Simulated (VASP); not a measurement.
Here is a VASP 6.6.1 calculation.

File INCAR:

```
PREC = Accurate
ENCUT = 520
EDIFF = 1E-6
ISMEAR = 0
SIGMA = 0.01
LREAL = False
LASPH = True
NELM = 60
ALGO = Normal
ISIF = 2
LWAVE = False
LCHARG = True
GGA = PE
LELF = True
LVHAR = True
NBANDS = 15
```

File KPOINTS:

```
Automatic mesh
0
Gamma
  8 8 8
```

The input POSCAR:

```
CaO
1.0
    0.0000000000      2.3975473891      2.3975473891
    2.3975473891      0.0000000000      2.3975473891
    2.3975473891      2.3975473891      0.0000000000
Ca O
1 1
Direct
    0.0000000000      0.0000000000      0.0000000000
    0.5000000000      0.5000000000      0.5000000000
```

Potentials or basis: VASP PAW PBE potentials, release 64 (Ca_sv, O).

Command:

```sh
$ cat potpaw_PBE.64/Ca_sv/POTCAR potpaw_PBE.64/O/POTCAR > POTCAR
$ mpirun -np 1 vasp_std > vasp.out
```

(1) What does it give for the band gap on the k mesh?

(2) Estimate the pressure.

Answers

(1) 3.63 eV, indirect (least direct gap 4.01 eV).

(2) 3.1 GPa.
